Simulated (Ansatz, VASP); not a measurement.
**One calculation of Sr2Yb, two programs**

Contents of INCAR:

```
PREC = Accurate
ENCUT = 520
EDIFF = 1E-6
ISMEAR = 0
SIGMA = 0.1
LREAL = F
LASPH = T
NELM = 150
ALGO = Normal
ISIF = 2
LWAVE = F
LCHARG = T
LMAXMIX = 6
LDAU = T
LDAUTYPE = 2
LDAUL = -1 3
LDAUU = 0 3
LDAUJ = 0 0
LDAUPRINT = 1
GGA = PE
LELF = T
LVHAR = T
NBANDS = 53
```

Contents of KPOINTS:

```
Automatic mesh
0
Gamma
  6 6 6
```

POSCAR

```
Sr2Yb
1.0
    0.0000000000      5.3773731446      5.3773731446
    5.3773731446      0.0000000000      5.3773731446
    5.3773731446      5.3773731446      0.0000000000
Sr Yb
4 2
Direct
    0.1250000000      0.1250000000      0.1250000000
    0.6250000000      0.1250000000      0.1250000000
    0.1250000000      0.1250000000      0.6250000000
    0.1250000000      0.6250000000      0.1250000000
    0.5000000000      0.5000000000      0.5000000000
    0.7500000000      0.7500000000      0.7500000000
```

Input for Ansatz:

```yaml
crystal:
  lattice:
    - [0.0, 5.3773731446, 5.3773731446]
    - [5.3773731446, 0.0, 5.3773731446]
    - [5.3773731446, 5.3773731446, 0.0]
  atoms:
    - { symbol: Sr, position: [0.125, 0.125, 0.125] }
    - { symbol: Sr, position: [0.625, 0.125, 0.125] }
    - { symbol: Sr, position: [0.125, 0.125, 0.625] }
    - { symbol: Sr, position: [0.125, 0.625, 0.125] }
    - { symbol: Yb, position: [0.5, 0.5, 0.5] }
    - { symbol: Yb, position: [0.75, 0.75, 0.75] }
kpoints:
  mp_grid: { grid: [6, 6, 6] }
hamiltonian:
  xc: pbe
  hubbard: { sites: [{ species: Yb, l: f, u_eff: 3.0 }], double_counting: fll }
scf:
  occupations: { method: gaussian, width: 0.1 }
  mixing: { algorithm: anderson, beta: 0.5, ndim: 8 }
output:
  forces: true
  eigenvalues: true
  stress: true
```

Alike in both runs: task single point; functional PBE; k mesh 6 × 6 × 6; occupations gaussian, width 0.1 eV; no spin polarisation; Hubbard terms Yb f U = 3.0 eV.

|  | VASP | Ansatz |
| --- | --- | --- |
| version | VASP 6.6.1 | Ansatz 0.2.0 |
| potentials or method | VASP PAW PBE potentials, release 64 (Sr_sv, Yb) | scalar-relativistic, plane waves, PAW |
| plane-wave cutoff (eV) | 520 | 420 |
| valence electrons in the cell | 88 | 88 |

|  | VASP | Ansatz | Ansatz less VASP |
| --- | --- | --- | --- |
| gap on the k mesh at the Fermi level (eV) | none | none | - |
| pressure (GPa) | -0.4 | 0.2 | +0.58 |

The programs project onto different local orbitals, so the same U acts differently, and such runs can settle in different states. A gap of «none» marks a metal or a gap that the smearing closes. Ansatz's warnings: filled band counts differ across k points.

Spin-orbit coupling is off throughout.
